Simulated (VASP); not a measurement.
Crystal: C.

```
CELL_PARAMETERS angstrom
1.95000 0.00000 0.00000
0.00000 1.95000 0.00000
0.00000 0.00000 1.95000
ATOMIC_POSITIONS crystal
C 0.00000 0.00000 0.00000
```

```yaml
Program: VASP 6.6.1
Task: relaxation of cell and atoms
Functional: PBE
Potentials_or_basis: VASP PAW PBE potentials, release 64 (C)
Cutoff: 600 eV
k_mesh: 11 × 11 × 11
Occupations: fermi-dirac, width 0.1 eV
Spin: no spin polarisation
```

At the start: pressure -52.5 GPa; volume 7.41 Å³/atom.

Task: How do energy, volume and symmetry change on relaxing?

Result: Over 3 steps the energy falls by 433.3 meV/atom and the volume is 5.47 Å³/atom (-26.2 %); space group Pm-3m (No. 221, to 0.05 Å).

Step by step:
```
step  energy change (eV)  largest force (eV/Å)  pressure (GPa)  volume (Å³)
   1              0.0000                0.0000          -52.49         7.41
   2             -0.3995                0.0000           30.37         5.10
   3             -0.4333                0.0000            0.40         5.47
```

Final structure:
```cif
data_structure
_symmetry_space_group_name_H-M 'P 1'
_symmetry_Int_Tables_number 1
_cell_length_a 1.7625
_cell_length_b 1.7625
_cell_length_c 1.7625
_cell_angle_alpha 90.000
_cell_angle_beta 90.000
_cell_angle_gamma 90.000
_cell_volume 5.47
loop_
_atom_site_label
_atom_site_type_symbol
_atom_site_fract_x
_atom_site_fract_y
_atom_site_fract_z
_atom_site_occupancy
C1 C 0.00000 0.00000 0.00000 1
```

Caveat: the volume moved by over 15 % at a fixed basis, so the end points are rough.
